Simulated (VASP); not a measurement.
Here is a VASP 6.6.1 calculation.

The input POSCAR:

```
CaO
1.0
    0.0000000000      2.3975473901      2.3975473901
    2.3975473901      0.0000000000      2.3975473901
    2.3975473901      2.3975473901      0.0000000000
Ca O
1 1
Direct
    0.0000000000      0.0000000000      0.0000000000
    0.5000000000      0.5000000000      0.5000000000
```

File INCAR.step1:

```
ALGO = Normal
EDIFF = 1E-4
ENCUT = 520
GGA = PE
ISMEAR = 0
LASPH = T
LCHARG = F
LREAL = F
LWAVE = T
NBANDS = 15
NELM = 100
PREC = Accurate
SIGMA = 0.01
```

The input INCAR.step2:

```
ALGO = Normal
EDIFF = 1E-6
ENCUT = 520
ISIF = 2
ISMEAR = 0
ISTART = 1
LASPH = T
LCHARG = T
LELF = T
LMIXTAU = T
LREAL = F
LVHAR = T
LWAVE = F
METAGGA = R2SCAN
NBANDS = 15
NELM = 100
PREC = Accurate
SIGMA = 0.01
```

The input KPOINTS:

```
k-points
0
Gamma
  8 8 8
```

Potentials or basis: VASP PAW PBE potentials, release 64 (Ca_sv, O).

Launch:

```console
$ cat potpaw_PBE.64/Ca_sv/POTCAR potpaw_PBE.64/O/POTCAR > POTCAR
$ cp INCAR.step1 INCAR
$ mpirun -np 1 vasp_std > vasp.out
$ cp INCAR.step2 INCAR
$ mpirun -np 1 vasp_std > vasp.out
```

Q: What does it give for the band gap on the k mesh?

A: 4.19 eV, indirect (least direct gap 4.56 eV).

Q: Estimate the pressure.

A: 1.0 GPa.

Caveat: the PAW data sets were made with another functional, which shifts forces and pressure a little. r2SCAN opens gaps a little over a GGA but as a rule still falls short of measured ones.
